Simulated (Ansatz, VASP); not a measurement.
Na in VASP and in Ansatz

```
Na
1.0
     7.02334    0.00000   -0.17558
     0.00000    7.02334    0.00000
    -0.17558    0.00000    7.02334
Na
1
Direct
  0.00000 0.00000 0.00000
```

Change from the starting cell: strain -0.0500 x Voigt [0, 0, 0, 0, 1, 0], atoms carried along.

Alike in both runs: task single point; functional LDA; k mesh 8 × 8 × 8; occupations gaussian, width 0.15 eV; no spin polarisation.

|  | VASP | Ansatz |
| --- | --- | --- |
| version | VASP 6.6.1 | Ansatz 0.2.0 |
| potentials or method | VASP PAW LDA potentials, release 64 (Na_pv), cutoff 520 eV | scalar-relativistic, plane waves, PAW |
| valence electrons in the cell | 7 | 9 |

|  | VASP | Ansatz | Ansatz less VASP |
| --- | --- | --- | --- |
| gap on the k mesh at the Fermi level (eV) | none | none | - |
| pressure (GPa) | -0.1 | -0.1 | 0.00 |

LDA's correlation is that of Perdew and Zunger in VASP and of Perdew and Wang (1992) in Ansatz. A gap of «none» marks a metal or a gap that the smearing closes. VASP's potentials hold 7 valence electrons a cell and Ansatz's 9, so a difference there can come from the potentials and not from the codes.
